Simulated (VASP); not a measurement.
# Li2SiN3 (R-3m) in VASP: further runs

Li2SiN3 is run at these levels: PBE; tasks: single point.

Everything below comes from runs of VASP 6.6.1. Logs are shortened: lines on timing, memory, paths and dates and some standing lists are left out, and cuts for length are marked.

## (1) The cell of the first run

It takes space group R-3m (No. 166, trigonal). Conventional cell: a = 4.779 Å, b = 4.779 Å, c = 7.559 Å, α = 90.00°, β = 90.00°, γ = 120.00°. Li (site symmetry 3m) has 9 N at 1.98 to 2.63 Å and 4 Li at 2.20 to 2.78 Å and 4 Si at 2.68 to 2.76 Å within 2.8 Å. Within 2.5 Å of Si (site symmetry -3m) lie 6 N at 1.87 Å. Within 2.5 Å of N (site symmetry 2/m) lie 2 Si at 1.87 Å and 2 Li at 1.98 Å and 4 N at 2.39 Å.

The cell was generated, and may not be a known phase.

## (2) Single point, PBE

INCAR reads:

```
ALGO     = Normal         # electronic algorithm
EDIFF    = 1E-6           # SCF threshold, eV
ENCUT    = 520            # plane-wave cutoff, eV
GGA      = PE             # functional
ISIF     = 2              # what is computed and relaxed
ISMEAR   = 0              # smearing method
LASPH    = T              # aspherical terms in the spheres
LCHARG   = F              # write CHGCAR
LREAL    = F              # projectors in reciprocal space
LWAVE    = F              # write WAVECAR
NBANDS   = 22             # bands
NELM     = 60             # most SCF steps
PREC     = Accurate       # precision mode
SIGMA    = 0.1            # smearing width, eV
```

KPOINTS reads:

```
k-points
0
Gamma
  6 6 6
```

POSCAR reads:

```
Li2SiN3
1.0
    2.3893331579      1.3794821431      2.5196283819
   -2.3893331579      1.3794821431      2.5196283819
    0.0000000000     -2.7589642826      2.5196283839
Li Si N
2 1 3
Direct
    0.6451988597      0.6451988597      0.6451988597
    0.3548011403      0.3548011403      0.3548011403
    0.0000000000      0.0000000000      0.0000000000
    0.0000000000      0.5000000000      0.0000000000
    0.5000000000      0.0000000000      0.0000000000
    0.0000000000      0.0000000000      0.5000000000
```

Potentials or basis: VASP PAW PBE potentials, release 64 (Li_sv, Si, N).

Started as:

```sh
$ cat potpaw_PBE.64/Li_sv/POTCAR potpaw_PBE.64/Si/POTCAR potpaw_PBE.64/N/POTCAR > POTCAR
$ mpirun -np 1 vasp_std > vasp.out
```

OUTCAR:

```text
EDIFF = 1E-6
   ENCUT = 520
   GGA = PE
   ISIF = 2
   ISMEAR = 0
   LASPH = T
   LREAL = F
   NELM = 60
   PREC = Accurate

 ion  position               nearest neighbor table
   1  0.645  0.645  0.645-   6 1.98   5 1.98   4 1.98   2 2.20   3 2.68   3 2.76   3 2.76   3 2.76

   2  0.355  0.355  0.355-   6 1.98   5 1.98   4 1.98   1 2.20   3 2.68   3 2.76   3 2.76   3 2.76

   3  0.000  0.000  0.000-   4 1.87   5 1.87   4 1.87   5 1.87   6 1.87   6 1.87   1 2.68   2 2.68
                             2 2.76   1 2.76   2 2.76   1 2.76   2 2.76   1 2.76
   4  0.000  0.500  0.000-   3 1.87   3 1.87   1 1.98   2 1.98
   5  0.500  0.000  0.000-   3 1.87   3 1.87   1 1.98   2 1.98
   6  0.000  0.000  0.500-   3 1.87   3 1.87   1 1.98   2 1.98

  LATTYP: Found a trigonal (rhomboedric) cell.
 ALAT       =     3.7363633530
 COS(alpha) =     0.1821282488

  Lattice vectors:

 A1 = (   2.3893331579,   1.3794821431,   2.5196283819)
 A2 = (  -2.3893331579,   1.3794821431,   2.5196283819)
 A3 = (   0.0000000000,  -2.7589642826,   2.5196283839)

Analysis of symmetry for initial positions (statically):
=====================================================================
 Subroutine PRICEL returns:
 Original cell was already a primitive cell.

 Routine SETGRP: Setting up the symmetry group for a
 trigonal (rhombohedral) supercell.

 Subroutine GETGRP returns: Found 12 space group operations
 (whereof 12 operations were pure point group operations)
 out of a pool of 12 trial point group operations.

The static configuration has the point symmetry D_3d.

Analysis of symmetry for dynamics (positions and initial velocities):
=====================================================================
 Subroutine PRICEL returns:
 Original cell was already a primitive cell.

 Routine SETGRP: Setting up the symmetry group for a
 trigonal (rhombohedral) supercell.

 Subroutine GETGRP returns: Found 12 space group operations
 (whereof 12 operations were pure point group operations)
 out of a pool of 12 trial point group operations.

The dynamic configuration has the point symmetry D_3d.

 Subroutine INISYM returns: Found 12 space group operations
 (whereof 12 operations are pure point group operations),
 and found     1 'primitive' translations

----------------------------------------------------------------------------------------

                                     Primitive cell

  volume of cell :      49.8288

  direct lattice vectors                    reciprocal lattice vectors
     2.389333158  1.379482143  2.519628382     0.209263408  0.120818285  0.132294641
    -2.389333158  1.379482143  2.519628382    -0.209263408  0.120818285  0.132294641
     0.000000000 -2.758964283  2.519628384     0.000000000 -0.241636570  0.132294642

  length of vectors
     3.736363353  3.736363353  3.736363353     0.275481586  0.275481586  0.275481586

  position of ions in fractional coordinates (direct lattice)
     0.645198860  0.645198860  0.645198860
     0.354801140  0.354801140  0.354801140
     0.000000000  0.000000000  0.000000000
     0.000000000  0.500000000  1.000000000
     0.500000000  0.000000000  1.000000000
     1.000000000  1.000000000  0.500000000

  ion indices of the primitive-cell ions
   primitive index   ion index
                 1           1
                 2           2
                 3           3
                 4           4
                 5           5
                 6           6

----------------------------------------------------------------------------------------

 KPOINTS: k-points

Automatic generation of k-mesh.
 Grid dimensions read from file:
 generate k-points for:    6    6    6

 Generating k-lattice:

  Cartesian coordinates                     Fractional coordinates (reciprocal lattice)
     0.034877235  0.020136381  0.022049107     0.166666667  0.000000000 -0.000000000
    -0.034877235  0.020136381  0.022049107     0.000000000  0.166666667 -0.000000000
     0.000000000 -0.040272762  0.022049107    -0.000000000 -0.000000000  0.166666667

  Length of vectors
     0.045913598  0.045913598  0.045913598

  Shift w.r.t. Gamma in fractional coordinates (k-lattice)
     0.000000000  0.000000000  0.000000000

 Subroutine IBZKPT returns following result:
 ===========================================

 Found     32 irreducible k-points:

 Following reciprocal coordinates:
            Coordinates               Weight
  0.000000  0.000000  0.000000      1.000000
  0.166667  0.000000  0.000000      6.000000
  0.333333  0.000000  0.000000      6.000000
  0.500000  0.000000  0.000000      3.000000
  0.166667  0.166667  0.000000      6.000000
  0.333333  0.166667  0.000000     12.000000
[... 16 lines left out ...]
  0.500000  0.500000  0.166667      6.000000
 -0.333333  0.500000  0.166667     12.000000
 [... further k-points ...]
   k-points           NKPTS =     32   k-points in BZ     NKDIM =     32   number of bands    NBANDS=     22
[... 32 lines left out ...]
   ISMEAR =     0;   SIGMA  =   0.10  broadening in eV -4-tet -1-fermi 0-gaus
   EFERMI_NEDOS =   21; number of points for ismear=-14 and -15
   IALGO  =     38    algorithm
   IMIX   =      4    mixing-type and parameters
     AMIX     =   0.40;   BMIX     =  1.00
     AMIX_MAG =   1.60;   BMIX_MAG =  1.00
  volume/ion in A,a.u.               =       8.30        56.04
  Fermi-wavevector in a.u.,A,eV,Ry     =   1.300852  2.458254 23.024006  1.692217
  Thomas-Fermi vector in A             =   2.432024
   LORBIT       =      0    0 simple, 1 ext, 2 COOP (PROOUT), +10 PAW based schemes
   GGA     = PE    functional components
   LHFCALC =     F    Hartree Fock is set to
   AEXX    =    0.0000 exact exchange contribution
   IVDW    =     0    specifies the selected vdW correction
   LEPSILON=     F    determine dielectric tensor
   LRPA    =     F    only Hartree local field effects (RPA)
 non-spin polarized calculation
 Gauss-broadening in eV      SIGMA  =   0.10
  energy-cutoff  :      520.00
  volume of cell :       49.83
 maximum number of plane-waves:      1360
   NGX = 13   NGY = 13   NGZ = 13

 number of electron      24.9999987 magnetization

 Free energy of the ion-electron system (eV)
  ---------------------------------------------------
  ext. energy  EPLUGINS =         0.00000000
  ---------------------------------------------------
  free energy    TOTEN  =       -33.76535302 eV

  energy without entropy =      -33.75793970  energy(sigma->0) =      -33.76164636

 E-fermi :   6.5547     XC(G=0): -11.0950

 val. band max:        6.4500266606   @ k =  -0.3333   0.3333   0.0000
 cond. band min:       6.5681077825   @ k =   0.1667   0.0000   0.0000
 fundamental gap:      0.1180811219
 Fermi energy:         6.5547110766

 k-point     1 :       0.0000    0.0000    0.0000
  band No.  band energies     occupation
      1     -39.0290      2.00000
      2     -38.9190      2.00000
      3     -11.5548      2.00000
      4      -6.3310      2.00000
      5      -6.3310      2.00000
      6      -1.6688      2.00000
[... 14 lines left out ...]
     21      19.0898      0.00000
     22      19.4296      0.00000

 k-point     2 :       0.1667    0.0000    0.0000
  band No.  band energies     occupation
      1     -39.0263      2.00000
      2     -38.9212      2.00000
      3     -11.3785      2.00000
      4      -6.8879      2.00000
      5      -6.3152      2.00000
      6      -1.2952      2.00000
[... 14 lines left out ...]
     21      18.6760      0.00000
     22      19.8384      0.00000

 k-point     3 :       0.3333    0.0000    0.0000
  band No.  band energies     occupation
      1     -39.0205      2.00000
      2     -38.9260      2.00000
      3     -10.9127      2.00000
      4      -7.9495      2.00000
      5      -6.2825      2.00000
      6      -0.8666      2.00000
[... 14 lines left out ...]
     21      18.0175      0.00000
     22      18.2120      0.00000
[... 476 lines left out ...]
 k-point    23 :       0.5000    0.5000    0.1667
  band No.  band energies     occupation
      1     -39.0044      2.00000
      2     -38.9394      2.00000
      3      -9.3884      2.00000
      4      -8.5716      2.00000
      5      -7.5770      2.00000
      6      -2.6845      2.00000
[... 14 lines left out ...]
     21      18.0228      0.00000
     22      19.3228      0.00000

 k-point    24 :      -0.3333    0.5000    0.1667
  band No.  band energies     occupation
      1     -39.0070      2.00000
      2     -38.9373      2.00000
      3      -9.4095      2.00000
      4      -8.8772      2.00000
      5      -7.3887      2.00000
      6      -2.3379      2.00000
[... 14 lines left out ...]
     21      18.0158      0.00000
     22      18.9747      0.00000

 [... further k-points ...]

------------------------ aborting loop because EDIFF is reached ----------------------------------------

  FORCE on cell =-STRESS in cart. coord.  units (eV):
  Direction    XX          YY          ZZ          XY          YZ          ZX
  --------------------------------------------------------------------------------------
  -------------------------------------------------------------------------------------
  Total       -0.0382622     -0.0382622     -0.0127072      0.0000000      0.0000000      0.0000000
  in kB       -1.2302694     -1.2302694     -0.4085815      0.0000000      0.0000000      0.0000000
  external PRESSURE =      -0.9563734 kB  Pullay stress =       0.0000000 kB

 VOLUME and BASIS-vectors are now :
 -----------------------------------------------------------------------------
  energy-cutoff  :      520.00
  volume of cell :       49.83
      direct lattice vectors                 reciprocal lattice vectors
     2.389333158  1.379482143  2.519628382     0.209263408  0.120818285  0.132294641
    -2.389333158  1.379482143  2.519628382    -0.209263408  0.120818285  0.132294641
     0.000000000 -2.758964283  2.519628384     0.000000000 -0.241636570  0.132294642

 POSITION                                       TOTAL-FORCE (eV/Angst)
 -----------------------------------------------------------------------------------
      0.00000      0.00000      4.87698        -0.000000     -0.000000     -0.030384
      0.00000      0.00000      2.68190        -0.000000      0.000000      0.030384
      0.00000      0.00000      0.00000        -0.000000     -0.000000      0.000000
     -1.19467      0.68974      1.25981         0.000000     -0.000000      0.000000
      1.19467      0.68974      1.25981        -0.000000     -0.000000      0.000000
      0.00000     -1.37948      1.25981         0.000000     -0.000000      0.000000
 -----------------------------------------------------------------------------------
    total drift:                                0.000000      0.000000     -0.000000

  FREE ENERGIE OF THE ION-ELECTRON SYSTEM (eV)
  ---------------------------------------------------
  free  energy   TOTEN  =       -33.7653530212 eV

  energy  without entropy=      -33.7579396954  energy(sigma->0) =      -33.76164636
```

Run time: 51 s. Hardware: 1 thread of Intel Xeon 8259CL, shared host; peak memory 0.17 GiB.

Results:

| Property | Result |
| --- | --- |
| Free energy | -33.7654 eV |
| Largest force | 0.030 eV/Å |
| Band gap on the k mesh | zero (an odd number of electrons rules out a gap without spin polarisation) |

Forces on the atoms (eV/Å):
```
Li   0.000  0.000 -0.030
Li   0.000  0.000  0.030
Si   0.000  0.000  0.000
N    0.000  0.000  0.000
N    0.000  0.000  0.000
N    0.000  0.000  0.000
```

Levels at points of the mesh, in eV from the Fermi level:
| k point | band 10 | band 11 | band 12 | band 13 | band 14 | band 15 | band 16 | band 17 |
| --- | --- | --- | --- | --- | --- | --- | --- | --- |
| (0.00, 0.00, 0.00) | -2.22 | -2.22 | 0.65 | 0.67 | 0.67 | 2.24 | 3.17 | 6.22 |
| (0.50, 0.00, 0.00) | -2.63 | -2.42 | -2.41 | -1.96 | 0.79 | 6.09 | 6.38 | 6.40 |
| (0.50, 0.50, 0.00) | -2.39 | -2.36 | -2.21 | -2.01 | 1.28 | 6.74 | 8.08 | 8.63 |
| (0.50, 0.50, 0.50) | -2.28 | -2.28 | 1.27 | 1.27 | 1.40 | 4.50 | 6.60 | 6.60 |

Caveat: the cutoff is under 1.25 times the usual one of these potentials, so pressure, stress and relaxed cells hold a basis-set (Pulay) error; an odd number of electrons without spin polarisation forces a metal; a magnetic or distorted state may lie lower.

## (3) Single point, PBE

This run uses another cell than the first one, of 11.09 Å³/atom.

INCAR reads:

```
PREC = Accurate
ENCUT = 520
EDIFF = 1E-6
ISMEAR = 0
SIGMA = 0.1
LREAL = False
LASPH = True
NELM = 100
ALGO = Normal
ISIF = 2
LWAVE = False
LCHARG = True
GGA = PE
LELF = True
LVHAR = True
NBANDS = 22
```

KPOINTS reads:

```
regular mesh
0
Gamma
  6 6 6
```

POSCAR reads:

```
Li2SiN3
1.0
    2.3601864400      1.3626542800      3.4470241600
   -2.3601864400      1.3626542800      3.4470241600
    0.0000000000     -2.7253085500      3.4470241600
Li Si N
2 1 3
Direct
    0.6276879900      0.6276879900      0.6276879900
    0.3723120100      0.3723120100      0.3723120100
    0.0000000000      0.0000000000      0.0000000000
    0.0000000000      0.5000000000      0.0000000000
    0.5000000000      0.0000000000      0.0000000000
    0.0000000000      0.0000000000      0.5000000000
```

Potentials or basis: VASP PAW PBE potentials, release 64 (Li_sv, Si, N).

Started as:

```sh
$ cat potpaw_PBE.64/Li_sv/POTCAR potpaw_PBE.64/Si/POTCAR potpaw_PBE.64/N/POTCAR > POTCAR
$ mpirun -np 1 vasp_std > vasp.out
```

Run time: 80 s. Hardware: 1 thread of Intel Xeon 8259CL, shared host; peak memory 0.21 GiB.

It converged, with:

* Free energy: -28.8210 eV
* Largest force: 0.074 eV/Å
* Band gap on the k mesh: zero (an odd number of electrons rules out a gap without spin polarisation)

Forces in eV/Å, atoms in the order of the input:
```
Li   0.000  0.000  0.074
Li   0.000  0.000 -0.074
Si   0.000  0.000  0.000
N    0.000  0.000  0.000
N    0.000  0.000  0.000
N    0.000  0.000  0.000
```

Levels at points of the mesh, in eV from the Fermi level:
```tsv
k point	band 9	band 10	band 11	band 12	band 13	band 14	band 15	band 16	band 17	band 18
(0.00, 0.00, 0.00)	-3.96	-3.82	-2.62	-2.62	1.37	1.96	1.96	3.09	3.82	3.82
(0.50, 0.00, 0.00)	-3.58	-2.27	-1.73	-1.39	-1.07	0.34	1.87	2.69	4.33	4.98
(0.50, 0.50, 0.00)	-2.12	-2.06	-1.98	-1.46	-1.03	1.92	2.11	2.20	2.87	6.37
(0.50, 0.50, 0.50)	-4.15	-2.09	-2.09	1.46	1.63	1.63	2.04	2.04	3.65	4.25
```

Caveat: the cutoff is under 1.25 times the usual one of these potentials, so pressure, stress and relaxed cells hold a basis-set (Pulay) error; an odd number of electrons without spin polarisation forces a metal; a magnetic or distorted state may lie lower.

## (4) Single point, PBE, collinear spin, ferromagnetic start

INCAR reads:

```
SYSTEM = Li2SiN3
PREC     = Accurate       ! precision mode
ENCUT    = 520            ! plane-wave cutoff, eV
EDIFF    = 1E-7           ! SCF threshold, eV
ISMEAR   = 0              ! smearing method
SIGMA    = 0.1            ! smearing width, eV
LREAL    = .False.        ! projectors in reciprocal space
LASPH    = .True.         ! aspherical terms in the spheres
NELM     = 150            ! most SCF steps
ALGO     = Normal         ! electronic algorithm
ISIF     = 2              ! what is computed and relaxed
LWAVE    = .False.        ! write WAVECAR
LCHARG   = .False.        ! write CHGCAR
ISPIN    = 2              ! spin polarisation
MAGMOM   = 0 0 0 1 1 1    ! initial moments
LORBIT   = 11             ! projections on sites
GGA      = PE             ! functional
NBANDS   = 26             ! bands
```

KPOINTS reads:

```
Automatic mesh
0
Gamma
  6 6 6
  0 0 0
```

POSCAR reads:

```
Li2SiN3
1.0
    2.3893331579      1.3794821419      2.5196283826
   -2.3893331579      1.3794821419      2.5196283826
    0.0000000000     -2.7589642838      2.5196283826
Li Si N
2 1 3
Direct
    0.6451988597      0.6451988597      0.6451988597
    0.3548011403      0.3548011403      0.3548011403
    0.0000000000      0.0000000000      0.0000000000
    0.0000000000      0.5000000000      0.0000000000
    0.5000000000      0.0000000000      0.0000000000
    0.0000000000      0.0000000000      0.5000000000
```

Started as:

```sh
$ cat potpaw_PBE.64/Li_sv/POTCAR potpaw_PBE.64/Si/POTCAR potpaw_PBE.64/N/POTCAR > POTCAR
$ mpirun -np 1 vasp_std > vasp.out
```

It took 2.2 min on 1 thread of Intel Xeon 8259CL, shared host; peak memory 0.2 GiB.

Results (log left out):

- Free energy: -33.7654 eV
- Largest force: 0.030 eV/Å
- Net moment: 0.00 μB per cell
- Valence electrons inside the program's atomic spheres: Li 2.10; Si 1.45; N 3.69

Forces in eV/Å, atoms in the order of the input:
```
Li   0.000  0.000 -0.030
Li   0.000  0.000  0.030
Si   0.000  0.000  0.000
N    0.000  0.000  0.000
N    0.000  0.000  0.000
N    0.000  0.000  0.000
```

Levels at points of the mesh, in eV from the Fermi level:
Spin up:
```
           k point  band 11  band 12  band 13  band 14  band 15  band 16
(0.00, 0.00, 0.00)    -2.22     0.65     0.67     0.67     2.24     3.17
(0.50, 0.00, 0.00)    -2.42    -2.41    -1.96     0.79     6.09     6.38
(0.50, 0.50, 0.00)    -2.36    -2.21    -2.01     1.28     6.74     8.08
(0.50, 0.50, 0.50)    -2.28     1.27     1.27     1.40     4.50     6.60
```
Spin down:
```csv
k point,band 10,band 11,band 12,band 13,band 14,band 15,band 16,band 17
"(0.00, 0.00, 0.00)",-2.22,-2.22,0.65,0.67,0.67,2.24,3.17,6.22
"(0.50, 0.00, 0.00)",-2.63,-2.42,-2.41,-1.96,0.79,6.09,6.38,6.40
"(0.50, 0.50, 0.00)",-2.39,-2.36,-2.21,-2.01,1.28,6.74,8.08,8.63
"(0.50, 0.50, 0.50)",-2.28,-2.28,1.27,1.27,1.40,4.50,6.60,6.60
```

Caveat: the cutoff is under 1.25 times the usual one of these potentials, so pressure, stress and relaxed cells hold a basis-set (Pulay) error.

## (5) Overview

```tsv
spin	cell	gap on the mesh (eV)	largest force (eV/Å)
off	a = 3.736 Å, angles 79.5°, 6 atoms, atomic positions A	none	0.03
off	a = 4.394 Å, angles 65.0°, 6 atoms, atomic positions B	none	0.07
collinear, ferromagnetic start	a = 3.736 Å, angles 79.5°, 6 atoms, atomic positions A	none	0.03
```

Alike in all rows: task single point; level PBE; potentials or basis VASP PAW PBE potentials, release 64 (Li_sv, Si, N); k mesh 6 × 6 × 6; cutoff (eV) 520; smearing gaussian 0.1 eV.

Caveats: the cutoff is under 1.25 times the usual one of these potentials, so pressure, stress and relaxed cells hold a basis-set (Pulay) error; an odd number of electrons without spin polarisation forces a metal (at least some runs); a magnetic or distorted state may lie lower (at least some runs).

Absolute energies hang on the potentials; compare differences alone.

The gap in the log of VASP goes by the Fermi energy; the results here count the filled bands.